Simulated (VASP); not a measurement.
A run of VASP 6.6.1 is set up as follows.

The input INCAR:

```
SYSTEM = Mo
PREC = Accurate ; ENCUT = 600
EDIFF = 1E-6 ; ISMEAR = 0
SIGMA = 0.1 ; LREAL = .False.
LASPH = .True. ; NELM = 80
ALGO = Normal ; ISIF = 3
LWAVE = .False. ; LCHARG = .False.
GGA = PE ; IBRION = 2
NSW = 90 ; EDIFFG = -0.04
```

Contents of KPOINTS:

```
Automatic mesh
0
Gamma
  6 6 6
  0 0 0
```

Contents of POSCAR:

```
Mo
1.0
    2.5529747183      0.0000000000      0.0000000000
    0.0000000000      2.5529747183      0.0000000000
    0.0000000000      0.0000000000      2.5529747183
Mo
1
Direct
    0.0000000000      0.0000000000      0.0000000000
```

Potentials or basis: VASP PAW PBE potentials, release 64 (Mo_sv).

Command:

```bash
$ cat potpaw_PBE.64/Mo_sv/POTCAR > POTCAR
$ mpirun -np 1 vasp_std > vasp.out
```

Q: Estimate the space group after relaxing (to 0.05 Å).

A: Pm-3m (No. 221).

Q: Estimate the relaxed cell.

A: a = 2.599 Å, b = 2.599 Å, c = 2.599 Å, α = 90.00°, β = 90.00°, γ = 90.00°.

Final structure:
```yaml
crystal:
  lattice:
    - [2.59886, 0.00000, 0.00000]
    - [0.00000, 2.59886, 0.00000]
    - [0.00000, 0.00000, 2.59886]
  atoms:
    - { symbol: Mo, position: [0.00000, 0.00000, 0.00000] }
```

Caveat: the k points lie up to 0.40 Å⁻¹ apart in the final cell.
